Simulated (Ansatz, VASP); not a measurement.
B2As3: VASP beside Ansatz

```
B As
1.0
     3.42681    0.00000    0.00000
    -1.71341    2.96771    0.00000
     0.00000    0.00000   15.32296
B As
4 6
Cartesian
  1.7134 0.9892 12.4000
  3.4268 0.0000 9.6355
  0.0000 1.9785 2.9229
  0.0000 0.0000 5.6875
  1.7134 0.9892 14.5611
  0.0000 0.0000 11.7409
  0.0000 1.9785 8.9557
  0.0000 1.9785 0.7618
  0.0000 0.0000 3.5820
  1.7134 0.9892 6.3672
```

Alike in both runs: task single point; functional PBE; k mesh 6 × 6 × 2; occupations gaussian, width 0.2 eV; no spin polarisation.

|  | VASP | Ansatz |
| --- | --- | --- |
| version | VASP 6.6.1 | Ansatz 0.2.0 |
| potentials or method | VASP PAW PBE potentials, release 64 (B, As), cutoff 520 eV | scalar-relativistic, plane waves, PAW |
| valence electrons in the cell | 42 | 102 |

```tsv
	VASP	Ansatz	Ansatz less VASP
gap on the k mesh at the Fermi level (eV)	none	none	-
pressure (GPa)	0.5	0.1	-0.45
traceless stress, the component that is largest in VASP (GPa)	-0.23	-0.20	+0.032
rms of the force components (eV/Å)	0.020	0.017	-0.0027
```

Atom by atom the forces differ by 0.014 eV/Å (rms over components). A gap of «none» marks a metal or a gap that the smearing closes. With one functional, cell and mesh, what is left measures potentials, basis and numerics. VASP's potentials hold 42 valence electrons a cell and Ansatz's 102, so a difference there can come from the potentials and not from the codes.
